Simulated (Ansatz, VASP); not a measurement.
**Two plane-wave programs on Al4VN2**

```
Al V N
1.0
     3.00000    0.00000    0.00000
    -1.50000    2.59808    0.00000
     0.00000    0.00000   11.85000
Al V N
4 1 2
Cartesian
  1.5000 0.8660 2.3700
  0.0000 1.7321 9.4800
  0.0000 1.7321 4.7045
  1.5000 0.8660 7.1455
  0.0000 0.0000 0.0000
  1.5000 0.8660 10.7835
  0.0000 1.7321 1.0665
```

Alike in both runs: task relaxation of cell and atoms; functional PBE; k mesh 6 × 6 × 2; occupations gaussian, width 0.2 eV; collinear spin.

|  | VASP | Ansatz |
| --- | --- | --- |
| version | VASP 6.6.1 | Ansatz 0.2.0 |
| potentials or method | VASP PAW PBE potentials, release 64 (Al, V_sv, N), cutoff 600 eV | scalar-relativistic, plane waves, PAW |
| valence electrons in the cell | 35 | 35 |

```tsv
	VASP	Ansatz	Ansatz less VASP
gap on the k mesh at the Fermi level, each at its own relaxed structure (eV)	none	none	-
net moment per atom (μB)	0.00	0.00	0.000
relaxed volume (Å³/atom)	11.93	11.95	+0.018
relaxed length of the cell vector where the two differ most in proportion (Å)	11.558	11.574	+0.0162
```

A gap of «none» marks a metal or a gap that the smearing closes. Ansatz's warnings: seeded moment not kept.

The k mesh is coarse, so the values compare programs but aren't converged.
